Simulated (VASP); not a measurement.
Here is a VASP 6.6.1 calculation.

Contents of INCAR:

```
PREC     = Accurate       # precision mode
ENCUT    = 700            # plane-wave cutoff, eV
EDIFF    = 1E-7           # SCF threshold, eV
ISMEAR   = 0              # smearing method
SIGMA    = 0.15           # smearing width, eV
LREAL    = False          # projectors in reciprocal space
LASPH    = True           # aspherical terms in the spheres
NELM     = 120            # most SCF steps
ALGO     = Normal         # electronic algorithm
ISIF     = 3              # what is computed and relaxed
LWAVE    = False          # write WAVECAR
LCHARG   = False          # write CHGCAR
GGA      = PE             # functional
IBRION   = 2              # ionic algorithm
NSW      = 36             # ionic steps
EDIFFG   = -0.08          # ionic threshold
GGA_COMPAT= False        
NELMIN   = 4
```

File KPOINTS:

```
Automatic mesh
0
Gamma
  3 3 2
```

File POSCAR:

```
TaBiO
1.0
    3.7500000000      0.0000000000      0.0000000000
    0.0000000000      3.7500000000      0.0000000000
    0.0000000000      0.0000000000      7.7200000000
Ta Bi O
2 2 2
Direct
    0.0000000000      0.5000000000      0.8400000000
    0.5000000000      0.0000000000      0.1600000000
    0.5000000000      0.0000000000      0.6400000000
    0.0000000000      0.5000000000      0.3600000000
    0.5000000000      0.5000000000      0.0000000000
    0.0000000000      0.0000000000      0.0000000000
```

Potentials or basis: VASP PAW PBE potentials, release 64 (Ta_sv_GW, Bi_d, O).

Run with:

```sh
$ cat potpaw_PBE.64/Ta_sv_GW/POTCAR potpaw_PBE.64/Bi_d/POTCAR potpaw_PBE.64/O/POTCAR > POTCAR
$ mpirun -np 1 vasp_std > vasp.out
```

Problem. Predict the relaxed volume.

Solution. 19.77 Å³/atom.

Problem. Estimate the relaxed cell.

Solution. a = 3.456 Å, b = 3.456 Å, c = 9.931 Å, α = 90.00°, β = 90.00°, γ = 90.00°.

Stress tensor (GPa, compression positive):
```
0.21 0.00 0.00
0.00 0.21 0.00
0.00 0.00 0.13
```

Caveat: the k points lie up to 0.61 Å⁻¹ apart in the final cell, too coarse for converged energies and pressures of a metal; a cell axis changed by over 15 % at a fixed basis, so the end point is rough.
